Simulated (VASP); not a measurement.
# Na3H (Pm-3m) in VASP: further runs, part 2 of 2

VASP 6.6.1.

## 3. Relaxation of cell and atoms, PBE

This run uses another cell than the first one, of 16.67 Å³/atom.

INCAR reads:

```
  ALGO = Normal
  EDIFF = 1E-7
  EDIFFG = -0.04
  ENCUT = 600
  GGA = PE
  IBRION = 2
  ISIF = 3
  ISMEAR = 0
  LASPH = T
  LCHARG = F
  LREAL = F
  LWAVE = F
  NELM = 60
  NSW = 90
  PREC = Accurate
  SIGMA = 0.1
```

KPOINTS reads:

```
k-points
0
Gamma
  4 4 4
```

POSCAR reads:

```
Na3H
1.0
    4.0547975109      0.0000000000      0.0000000000
    0.0000000000      4.0547975109      0.0000000000
    0.0000000000      0.0000000000      4.0547975109
Na H
3 1
Direct
    0.0000000000      0.5000000000      0.5000000000
    0.5000000000      0.0000000000      0.5000000000
    0.5000000000      0.5000000000      0.0000000000
    0.0000000000      0.0000000000      0.0000000000
```

Potentials or basis: VASP PAW PBE potentials, release 64 (Na_pv, H).

Launch:

```bash
> cat potpaw_PBE.64/Na_pv/POTCAR potpaw_PBE.64/H/POTCAR > POTCAR
> mpirun -np 1 vasp_std > vasp.out
```

OUTCAR:

```text
EDIFF = 1E-7
   EDIFFG = -0.04
   ENCUT = 600
   GGA = PE
   IBRION = 2
   ISIF = 3
   ISMEAR = 0
   LASPH = T
   LREAL = F
   NELM = 60
   NSW = 90
   PREC = Accurate

 ion  position               nearest neighbor table
   1  0.000  0.500  0.500-
   2  0.500  0.000  0.500-
   3  0.500  0.500  0.000-
   4  0.000  0.000  0.000-

  LATTYP: Found a simple cubic cell.
 ALAT       =     4.0547975109

  Lattice vectors:

 A1 = (   4.0547975109,   0.0000000000,   0.0000000000)
 A2 = (   0.0000000000,   4.0547975109,   0.0000000000)
 A3 = (   0.0000000000,   0.0000000000,   4.0547975109)

Analysis of symmetry for initial positions (statically):
=====================================================================
 Subroutine PRICEL returns:
 Original cell was already a primitive cell.

 Routine SETGRP: Setting up the symmetry group for a
 simple cubic supercell.

 Subroutine GETGRP returns: Found 48 space group operations
 (whereof 48 operations were pure point group operations)
 out of a pool of 48 trial point group operations.

The static configuration has the point symmetry O_h .

Analysis of symmetry for dynamics (positions and initial velocities):
=====================================================================
 Subroutine PRICEL returns:
 Original cell was already a primitive cell.

 Routine SETGRP: Setting up the symmetry group for a
 simple cubic supercell.

 Subroutine GETGRP returns: Found 48 space group operations
 (whereof 48 operations were pure point group operations)
 out of a pool of 48 trial point group operations.

The dynamic configuration has the point symmetry O_h .

 Subroutine INISYM returns: Found 48 space group operations
 (whereof 48 operations are pure point group operations),
 and found     1 'primitive' translations

----------------------------------------------------------------------------------------

                                     Primitive cell

  volume of cell :      66.6665

  direct lattice vectors                    reciprocal lattice vectors
     4.054797511  0.000000000  0.000000000     0.246621440  0.000000000  0.000000000
     0.000000000  4.054797511  0.000000000     0.000000000  0.246621440  0.000000000
     0.000000000  0.000000000  4.054797511     0.000000000  0.000000000  0.246621440

  length of vectors
     4.054797511  4.054797511  4.054797511     0.246621440  0.246621440  0.246621440

  position of ions in fractional coordinates (direct lattice)
     0.000000000  0.500000000  0.500000000
     0.500000000  0.000000000  0.500000000
     0.500000000  0.500000000  0.000000000
     0.000000000  0.000000000  0.000000000

  ion indices of the primitive-cell ions
   primitive index   ion index
                 1           1
                 2           2
                 3           3
                 4           4

----------------------------------------------------------------------------------------

 KPOINTS: k-points

Automatic generation of k-mesh.
 Grid dimensions read from file:
 generate k-points for:    4    4    4

 Generating k-lattice:

  Cartesian coordinates                     Fractional coordinates (reciprocal lattice)
     0.061655360  0.000000000  0.000000000     0.250000000  0.000000000  0.000000000
     0.000000000  0.061655360  0.000000000     0.000000000  0.250000000  0.000000000
     0.000000000  0.000000000  0.061655360     0.000000000  0.000000000  0.250000000

  Length of vectors
     0.061655360  0.061655360  0.061655360

  Shift w.r.t. Gamma in fractional coordinates (k-lattice)
     0.000000000  0.000000000  0.000000000

 Subroutine IBZKPT returns following result:
 ===========================================

 Found     10 irreducible k-points:

 Following reciprocal coordinates:
            Coordinates               Weight
  0.000000  0.000000  0.000000      1.000000
  0.250000  0.000000  0.000000      6.000000
  0.500000  0.000000  0.000000      3.000000
  0.250000  0.250000  0.000000     12.000000
  0.500000  0.250000  0.000000     12.000000
  0.500000  0.500000  0.000000      3.000000
  0.250000  0.250000  0.250000      8.000000
  0.500000  0.250000  0.250000     12.000000
  0.500000  0.500000  0.250000      6.000000
  0.500000  0.500000  0.500000      1.000000
   k-points           NKPTS =     10   k-points in BZ     NKDIM =     10   number of bands    NBANDS=     15
   number of dos      NEDOS =    301   number of ions     NIONS =      4
   total plane-waves  NPLWV =  32768
   dimension x,y,z NGX =    32 NGY =   32 NGZ =   32
   dimension x,y,z NGXF=    64 NGYF=   64 NGZF=   64
   ions per type =               3   1
   NGX,Y,Z   is equivalent  to a cutoff of  13.12, 13.12, 13.12 a.u.
   NGXF,Y,Z  is equivalent  to a cutoff of  26.24, 26.24, 26.24 a.u.
 SYSTEM =  unknown system
   PREC   = accura    normal or accurate (medium, high low for compatibility)
   ISTART =      0    job   : 0-new  1-cont  2-samecut
   ICHARG =      2    charge: 1-file 2-atom 10-const
   ISPIN  =      1    spin polarized calculation?
   LNONCOLLINEAR =      F non collinear calculations
   LSORBIT =      F    spin-orbit coupling
   LASPH  =      T    aspherical Exc in radial PAW
   ENCUT  =  600.0 eV  44.10 Ry    6.64 a.u.   8.10  8.10  8.10*2*pi/ulx,y,z
   NELM   =     60;   NELMIN=  2; NELMDL= -5     # of ELM steps
   EDIFF  = 0.1E-06   stopping-criterion for ELM
   LREAL  =      F    real-space projection
   EDIFFG = -.4E-01   stopping-criterion for IOM
   NSW    =     90    number of steps for IOM
   IBRION =      2    ionic relax: 0-MD 1-quasi-New 2-CG
   NFREE  =      1    steps in history (QN), initial steepest desc. (CG)
   ISIF   =      3    stress and relaxation
   ISYM   =      2    0-nonsym 1-usesym 2-fastsym
   POTIM  = 0.5000    time-step for ionic-motion
   TEBEG  =    0.0;   TEEND  =   0.0 temperature during run
   PSTRESS=    0.0 pullay stress
   NELECT =      22.0000    total number of electrons
   NUPDOWN=      -1.0000    fix difference up-down
   EMIN   =  10.00;   EMAX   =-10.00  energy-range for DOS
   EFERMI =   0.00;   METHOD = LEGACY
   ISMEAR =     0;   SIGMA  =   0.10  broadening in eV -4-tet -1-fermi 0-gaus
   EFERMI_NEDOS =   21; number of points for ismear=-14 and -15
   IALGO  =     38    algorithm
   IMIX   =      4    mixing-type and parameters
     AMIX     =   0.40;   BMIX     =  1.00
     AMIX_MAG =   1.60;   BMIX_MAG =  1.00
  volume/ion in A,a.u.               =      16.67       112.47
  Fermi-wavevector in a.u.,A,eV,Ry     =   1.131305  2.137857 17.413444  1.279852
  Thomas-Fermi vector in A             =   2.268004
   LORBIT       =      0    0 simple, 1 ext, 2 COOP (PROOUT), +10 PAW based schemes
   GGA     = PE    functional components
   LHFCALC =     F    Hartree Fock is set to
   AEXX    =    0.0000 exact exchange contribution
   IVDW    =     0    specifies the selected vdW correction
   LEPSILON=     F    determine dielectric tensor
   LRPA    =     F    only Hartree local field effects (RPA)
 conjugate gradient relaxation of ions
 non-spin polarized calculation
 Gauss-broadening in eV      SIGMA  =   0.10
  energy-cutoff  :      600.00
  volume of cell :       66.67
 maximum number of plane-waves:      2272
   NGX = 17   NGY = 17   NGZ = 17

--------------------------------------- Ionic step        1  -------------------------------------------

 number of electron      21.9999958 magnetization

 Free energy of the ion-electron system (eV)
  ---------------------------------------------------
  ext. energy  EPLUGINS =         0.00000000
  ---------------------------------------------------
  free energy    TOTEN  =        -5.35602274 eV

  energy without entropy =       -5.34873549  energy(sigma->0) =       -5.35237911

------------------------ aborting loop because EDIFF is reached ----------------------------------------

  FORCE on cell =-STRESS in cart. coord.  units (eV):
  Direction    XX          YY          ZZ          XY          YZ          ZX
  --------------------------------------------------------------------------------------
  -------------------------------------------------------------------------------------
  Total        4.4145747      4.4145747      4.4145747     -0.0000000      0.0000000     -0.0000000
  in kB      106.0942716    106.0942716    106.0942716     -0.0000000      0.0000000     -0.0000000
  external PRESSURE =     106.0942716 kB  Pullay stress =       0.0000000 kB
[... 99 lines left out ...]
  energy  without entropy=       -6.2079488247  energy(sigma->0) =       -6.21249277

--------------------------------------- Ionic step        4  -------------------------------------------

 number of electron      21.9999904 magnetization

 Free energy of the ion-electron system (eV)
  ---------------------------------------------------
  ext. energy  EPLUGINS =         0.00000000
  ---------------------------------------------------
  free energy    TOTEN  =        -6.24474596 eV

  energy without entropy =       -6.23697991  energy(sigma->0) =       -6.24086294

 E-fermi :   0.6991     XC(G=0):  -6.8780

 val. band max:        0.6287027489   @ k =   0.0000   0.0000   0.0000
 cond. band min:       0.7346413625   @ k =   0.5000   0.5000   0.0000
 fundamental gap:      0.1059386136
 Fermi energy:         0.6991412252

 k-point     1 :       0.0000    0.0000    0.0000
  band No.  band energies     occupation
      1     -24.5289      2.00000
      2     -24.5289      2.00000
      3     -24.5289      2.00000
      4     -24.4940      2.00000
      5     -24.4940      2.00000
      6     -24.4940      2.00000
      7     -24.4382      2.00000
      8     -24.4382      2.00000
      9     -24.4382      2.00000
     10      -3.6026      2.00000
     11       0.6287      1.68082
     12       3.6041      0.00000
     13       3.6041      0.00000
     14       3.6041      0.00000
     15       4.5759      0.00000
[... 191 lines left out ...]
  FREE ENERGIE OF THE ION-ELECTRON SYSTEM (eV)
  ---------------------------------------------------
  free  energy   TOTEN  =        -6.2447459630 eV

  energy  without entropy=       -6.2369799098  energy(sigma->0) =       -6.24086294

 reached required accuracy - stopping structural energy minimisation
```

OSZICAR:

```text
N       E                     dE             d eps       ncg     rms          rms(c)
DAV:   1     0.164317430853E+03    0.16432E+03   -0.12998E+04   300   0.179E+03
DAV:   2     0.190839934578E+01   -0.16241E+03   -0.16149E+03   300   0.406E+02
DAV:   3    -0.566096127255E+01   -0.75694E+01   -0.75469E+01   412   0.106E+02
[... 40 lines left out ...]
DAV:   4    -0.624490643008E+01    0.87240E-02   -0.10950E-02   300   0.208E+00    0.435E-02
DAV:   5    -0.624475667238E+01    0.14976E-03   -0.12118E-04   379   0.156E-01    0.919E-03
DAV:   6    -0.624474972691E+01    0.69455E-05   -0.71042E-06   321   0.438E-02    0.660E-03
DAV:   7    -0.624474596324E+01    0.37637E-05   -0.14208E-06   300   0.170E-02    0.861E-04
DAV:   8    -0.624474596300E+01    0.24374E-09   -0.15280E-07   171   0.578E-03
   4 F= -.62447460E+01 E0= -.62408629E+01  d E =-.888723E+00
```

It took 18 s on 1 thread of Intel Xeon Platinum 8559C (Emerald Rapids), shared host; peak memory 0.17 GiB.

What came out:

```yaml
Free_energy: -6.2447 eV
Relaxed_volume: 25.60 Å³/atom
Relaxed_cell: a = 4.678 Å, b = 4.678 Å, c = 4.678 Å, α = 90.00°, β = 90.00°, γ = 90.00°
Space_group_after_relaxing_to_0.1_Å: Pm-3m (No. 221)
Energy_gained_by_relaxing: 222.2 meV/atom
Ionic_steps: 4
Pressure_after_relaxing: 0.2 GPa
Band_gap_on_the_k_mesh: zero (bands 11 and 12 overlap by 0.62 eV)
```

Step by step:
| step | energy change (eV) | largest force (eV/Å) | pressure (GPa) | volume (Å³) |
| --- | --- | --- | --- | --- |
| 1 | 0.0000 | 0.0000 | 10.61 | 66.67 |
| 2 | -0.5379 | 0.0000 | 5.29 | 77.89 |
| 3 | -0.8610 | 0.0000 | 1.13 | 95.53 |
| 4 | -0.8887 | 0.0000 | 0.22 | 102.39 |

Final structure:
```
Na H
1.0
     4.67826    0.00000    0.00000
     0.00000    4.67826    0.00000
     0.00000    0.00000    4.67826
Na H
3 1
Direct
  0.00000 0.50000 0.50000
  0.50000 0.00000 0.50000
  0.50000 0.50000 0.00000
  0.00000 0.00000 0.00000
```

Levels at points of the mesh, in eV from the Fermi level:
```
           k point  band 8  band 9  band 10  band 11  band 12  band 13  band 14  band 15
(0.00, 0.00, 0.00)  -25.14  -25.14    -4.30    -0.07     2.90     2.90     2.90     3.88
(0.50, 0.00, 0.00)  -25.15  -25.15    -3.23    -1.94     1.97     4.09     4.27     4.27
(0.50, 0.50, 0.00)  -25.16  -25.13    -2.59    -0.47     0.04     0.04     3.81     5.39
(0.50, 0.50, 0.50)  -25.13  -25.13    -2.17     0.66     1.55     1.55     1.55     1.92
```

Caveat: the k points lie up to 0.34 Å⁻¹ apart in the final cell, too coarse for converged energies and pressures of a metal; the volume moved by over 15 % at a fixed basis, so the end points are rough.

## 4. Single point, PBE

This run uses another cell than the first one, of 26.29 Å³/atom.

INCAR reads:

```
  ALGO = Normal
  EDIFF = 1E-6
  ENCUT = 520
  GGA = PE
  ISIF = 2
  ISMEAR = 0
  LASPH = T
  LCHARG = F
  LREAL = F
  LWAVE = F
  NBANDS = 19
  NELM = 100
  PREC = Accurate
  SIGMA = 0.1
```

KPOINTS reads:

```
k-points
0
Gamma
  10 10 10
```

POSCAR reads:

```
Na3H
1.0
    4.7199007533      0.0000000000      0.0000000000
    0.0000000000      4.7199007533      0.0000000000
    0.0000000000      0.0000000000      4.7199007533
Na H
3 1
Direct
    0.0000000000      0.5000000000      0.5000000000
    0.5000000000      0.0000000000      0.5000000000
    0.5000000000      0.5000000000      0.0000000000
    0.0000000000      0.0000000000      0.0000000000
```

Launch:

```bash
> cat potpaw_PBE.64/Na_pv/POTCAR potpaw_PBE.64/H/POTCAR > POTCAR
> mpirun -np 1 vasp_std > vasp.out
```

It took 37 s on 1 thread of Intel Xeon Platinum 8559C (Emerald Rapids), shared host; peak memory 0.24 GiB.

Results (log left out):

```
Free energy            : -6.2919 eV
Pressure               : 0.0 GPa
Band gap on the k mesh : zero (bands 11 and 12 overlap by 0.59 eV)
```

Levels at points of the mesh, in eV from the Fermi level:
```tsv
k point	band 7	band 8	band 9	band 10	band 11	band 12	band 13	band 14	band 15	band 16
(0.00, 0.00, 0.00)	-25.26	-25.26	-25.26	-4.32	-0.19	2.76	2.76	2.76	3.71	3.71
(0.50, 0.00, 0.00)	-25.28	-25.27	-25.27	-3.26	-2.03	1.81	3.95	4.08	4.08	4.39
(0.50, 0.50, 0.00)	-25.29	-25.28	-25.25	-2.62	-0.59	-0.07	-0.07	3.63	5.19	5.91
(0.50, 0.50, 0.50)	-25.29	-25.25	-25.25	-2.20	0.52	1.44	1.44	1.44	1.76	1.76
```

## 5. Relaxation of cell and atoms, PBE

INCAR reads:

```
SYSTEM = Na3H
PREC = Accurate ; ENCUT = 600
EDIFF = 1E-6 ; ISMEAR = 0
SIGMA = 0.1 ; LREAL = .FALSE.
LASPH = .TRUE. ; NELM = 100
ALGO = Normal ; ISIF = 3
LWAVE = .FALSE. ; LCHARG = .FALSE.
GGA = PE ; IBRION = 2
NSW = 100 ; EDIFFG = -0.01
```

KPOINTS reads:

```
regular mesh
0
G
  10 10 10
  0 0 0
```

POSCAR reads:

```
Na3H
1.0
    4.6779200594      0.0000000000      0.0000000000
    0.0000000000      4.6779200594      0.0000000000
    0.0000000000      0.0000000000      4.6779200594
Na H
3 1
Direct
    0.0000000000      0.5000000000      0.5000000000
    0.5000000000      0.0000000000      0.5000000000
    0.5000000000      0.5000000000      0.0000000000
    0.0000000000      0.0000000000      0.0000000000
```

Launch:

```bash
> cat potpaw_PBE.64/Na_pv/POTCAR potpaw_PBE.64/H/POTCAR > POTCAR
> mpirun -np 1 vasp_std > vasp.out
```

It took 84 s on 1 thread of Intel Xeon Platinum 8559C (Emerald Rapids), shared host; peak memory 0.29 GiB.

The run converged. Its results:

| Property | Result |
| --- | --- |
| Free energy | -6.2915 eV |
| Relaxed volume | 26.12 Å³/atom |
| Relaxed cell | a = 4.710 Å, b = 4.710 Å, c = 4.710 Å, α = 90.00°, β = 90.00°, γ = 90.00° |
| Space group after relaxing (to 0.1 Å) | Pm-3m (No. 221) |
| Energy gained by relaxing | 0.6 meV/atom |
| Ionic steps | 4 |
| Pressure after relaxing | 0.0 GPa |
| Band gap on the k mesh | zero (bands 11 and 12 overlap by 0.59 eV) |

Step by step:
```csv
step,energy change (eV),largest force (eV/Å),pressure (GPa),volume (Å³)
1,0.0000,0.0000,0.28,102.37
2,-0.0011,0.0000,0.20,103.03
3,-0.0017,0.0000,0.16,103.52
4,-0.0024,0.0000,0.04,104.50
```

Final structure:
```cif
data_structure
_symmetry_space_group_name_H-M 'P 1'
_symmetry_Int_Tables_number 1
_cell_length_a 4.7102
_cell_length_b 4.7102
_cell_length_c 4.7102
_cell_angle_alpha 90.000
_cell_angle_beta 90.000
_cell_angle_gamma 90.000
_cell_volume 104.50
loop_
_atom_site_label
_atom_site_type_symbol
_atom_site_fract_x
_atom_site_fract_y
_atom_site_fract_z
_atom_site_occupancy
Na1 Na 0.00000 0.50000 0.50000 1
Na2 Na 0.50000 0.00000 0.50000 1
Na3 Na 0.50000 0.50000 0.00000 1
H1 H 0.00000 0.00000 0.00000 1
```

Levels at points of the mesh, in eV from the Fermi level:
```
           k point  band 8  band 9  band 10  band 11  band 12  band 13  band 14  band 15
(0.00, 0.00, 0.00)  -25.26  -25.26    -4.34    -0.18     2.76     2.76     2.76     3.73
(0.50, 0.00, 0.00)  -25.27  -25.27    -3.27    -2.04     1.82     3.95     4.10     4.10
(0.50, 0.50, 0.00)  -25.28  -25.25    -2.63    -0.59    -0.07    -0.07     3.65     5.21
(0.50, 0.50, 0.50)  -25.25  -25.25    -2.22     0.52     1.45     1.45     1.45     1.77
```

## 6. The runs side by side

| task | cell | k mesh | cutoff (eV) | gap on the mesh (eV) | pressure (GPa) | relaxed volume (Å³/atom) |
| --- | --- | --- | --- | --- | --- | --- |
| single point | a = 4.678 Å, 4 atoms | 4 × 4 × 4 | 520 | none | 0.3 | - |
| relaxation of cell and atoms | relaxed from a = 4.055 Å, 4 atoms | 4 × 4 × 4 | 600 | none | 0.2 | 25.60 |
| single point | a = 4.720 Å, 4 atoms | 10 × 10 × 10 | 520 | none | 0.0 | - |
| relaxation of cell and atoms | relaxed from a = 4.678 Å, 4 atoms | 10 × 10 × 10 | 600 | none | 0.0 | 26.12 |

Alike in all rows: level PBE; potentials or basis VASP PAW PBE potentials, release 64 (Na_pv, H); no spin polarisation; smearing gaussian 0.1 eV.

Caveats: some runs use coarse meshes; the volume moved by over 15 % at a fixed basis, so the end points are rough (at least some runs).

Absolute energies hang on the potentials; compare differences alone.
